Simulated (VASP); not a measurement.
Input of a VASP 6.6.1 run:

File INCAR:

```
PREC     = Accurate       # precision mode
ENCUT    = 520            # plane-wave cutoff, eV
EDIFF    = 1E-6           # SCF threshold, eV
ISMEAR   = -1             # smearing method
SIGMA    = 0.01           # smearing width, eV
LREAL    = F              # projectors in reciprocal space
LASPH    = T              # aspherical terms in the spheres
NELM     = 60             # most SCF steps
ALGO     = Normal         # electronic algorithm
ISIF     = 2              # what is computed and relaxed
LWAVE    = F              # write WAVECAR
LCHARG   = F              # write CHGCAR
GGA      = PE             # functional
NBANDS   = 33             # bands
```

The input KPOINTS:

```
regular mesh
0
Gamma
  8 8 8
```

File POSCAR:

```
TiO2
1.0
   -1.8921000000      1.8921000000      4.7573000000
    1.8921000000     -1.8921000000      4.7573000000
    1.8921000000      1.8921000000     -4.7573000000
Ti O
2 4
Direct
    0.0000000000      0.0000000000      0.0000000000
    0.7500000000      0.2500000000      0.5000000000
    0.2081000000      0.2081000000      0.0000000000
    0.9581000000      0.4581000000      0.5000000000
    0.5419000000      0.0419000000      0.5000000000
    0.7919000000      0.7919000000      0.0000000000
```

Potentials or basis: VASP PAW PBE potentials, release 64 (Ti_sv, O).

The run is started by

```bash
$ cat potpaw_PBE.64/Ti_sv/POTCAR potpaw_PBE.64/O/POTCAR > POTCAR
$ mpirun -np 1 vasp_std > vasp.out
```

Task: Estimate the band gap on the k mesh.

Result: 2.14 eV (least direct gap 2.44 eV).

Task: Estimate the pressure.

Result: 5.9 GPa.

Task: Predict the largest force.

Result: 0.125 eV/Å.

Stress tensor (GPa, compression positive):
```
5.43 0.00 0.00
0.00 5.43 0.00
0.00 0.00 6.81
```

Caveat: the cell stands under pressure. A k mesh can miss the band edges.
